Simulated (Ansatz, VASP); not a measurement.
**AlCu5 in VASP and in Ansatz**

```
Al Cu
1.0
     8.00367    0.00000    0.00000
    -4.00183    6.93138    0.00000
     0.00000    0.00000    2.38046
Al Cu
1 5
Direct
  0.00000 0.00000 0.00000
  0.50000 0.00000 0.50000
  0.00000 0.50000 0.50000
  0.50000 0.50000 0.50000
  0.33333 0.66667 0.50000
  0.66667 0.33333 0.50000
```

Alike in both runs: functional PBE; k mesh 6 × 6 × 4; occupations gaussian, width 0.1 eV; no spin polarisation.

Ansatz relaxed the structure, and its values are those at the end. VASP's run is a single point on that final structure, the one shown.

|  | VASP | Ansatz |
| --- | --- | --- |
| version | VASP 6.6.1 | Ansatz 0.2.0 |
| potentials or method | VASP PAW PBE potentials, release 64 (Al, Cu), cutoff 520 eV | scalar-relativistic, plane waves, PAW |
| valence electrons in the cell | 58 | 98 |

|  | VASP | Ansatz | Ansatz less VASP |
| --- | --- | --- | --- |
| gap on the k mesh at the Fermi level (eV) | none | none | - |
| pressure (GPa) | 0.0 | 0.0 | 0.00 |

A gap of «none» marks a metal or a gap that the smearing closes. The functional is the same, so the differences come from potentials, cutoffs and numerics. VASP's potentials hold 58 valence electrons a cell and Ansatz's 98, so a difference there can come from the potentials and not from the codes.

The k mesh is coarse, so the values compare programs but aren't converged.
